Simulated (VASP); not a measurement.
A run of VASP 6.6.1 is set up as follows.

File POSCAR:

```
YbC
1.0
    0.0000000000      2.4930720000      2.4930720000
    2.4930720000      0.0000000000      2.4930720000
    2.4930720000      2.4930720000      0.0000000000
Yb C
1 1
Direct
    0.0000000000      0.0000000000      0.0000000000
    0.5000000000      0.5000000000      0.5000000000
```

File INCAR.step1:

```
PREC = Accurate
ENCUT = 800
ISMEAR = 0
SIGMA = 0.0543
LREAL = F
LASPH = T
NELM = 200
NBANDS = 21
GGA = PE
ALGO = Normal
EDIFF = 1E-5
LWAVE = T
LCHARG = F
GGA_COMPAT = F
LMAXMIX = 6
```

File INCAR.step2:

```
PREC = Accurate
ENCUT = 800
EDIFF = 1E-6
ISMEAR = 0
SIGMA = 0.0543
LREAL = F
LASPH = T
NELM = 200
ALGO = Normal
ISIF = 2
LWAVE = F
LCHARG = F
METAGGA = R2SCAN
LMIXTAU = T
NBANDS = 21
ISTART = 1
GGA_COMPAT = F
LMAXMIX = 6
```

KPOINTS

```
Automatic mesh
0
Gamma
  8 8 8
```

Potentials or basis: VASP PAW PBE potentials, release 64 (Yb, C).

Command:

```console
$ cat potpaw_PBE.64/Yb/POTCAR potpaw_PBE.64/C/POTCAR > POTCAR
$ cp INCAR.step1 INCAR
$ mpirun -np 1 vasp_std > vasp.out
$ cp INCAR.step2 INCAR
$ mpirun -np 1 vasp_std > vasp.out
```

Problem. Predict the pressure.

Solution. -3.6 GPa.

Problem. What does it give for the band gap on the k mesh?

Solution. Zero (bands 14 and 15 overlap by 2.56 eV).

Caveat: the cell stands under tension; the PAW data sets were made with another functional, which shifts forces and pressure a little; spin-orbit coupling is left out, which moves the levels of the heavy elements. Spin polarisation is off, so any magnetic state and its effect on volume and gap are missing.
